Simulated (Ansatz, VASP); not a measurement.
## One calculation of Re, two programs

```
CELL_PARAMETERS angstrom
-1.38793 2.40397 0.00000
0.00000 0.00000 4.48188
4.16379 2.40397 0.00000
ATOMIC_POSITIONS crystal
Re 0.50000 0.25000 0.16667
Re 0.00000 0.25000 0.66667
Re 0.00000 0.75000 0.33333
Re 0.50000 0.75000 0.83333
```

Alike in both runs: task single point; functional PBE; k mesh 15 × 9 × 9; occupations fermi-dirac, width 0.08 eV; no spin polarisation.

|  | VASP | Ansatz |
| --- | --- | --- |
| version | VASP 6.6.1 | Ansatz 0.2.0 |
| potentials or method | VASP PAW PBE potentials, release 64 (Re), cutoff 520 eV | all-electron LAPW, scalar-relativistic |

Ansatz gave:

```
pressure (GPa)                                                : 0.1
traceless stress, the component that is largest in VASP (GPa) : -0.13
rms of the force components (eV/Å)                            : 0.006
```

Q: Estimate VASP's values.

A: Pressure (GPa): -0.6; traceless stress, the component that is largest in VASP (GPa): -0.27; rms of the force components (eV/Å): 0.006.

Atom by atom the forces differ by 0.000 eV/Å (rms over components). Ansatz ran all-electron here, and VASP with PAW potentials.

Neither program's run includes spin-orbit coupling.
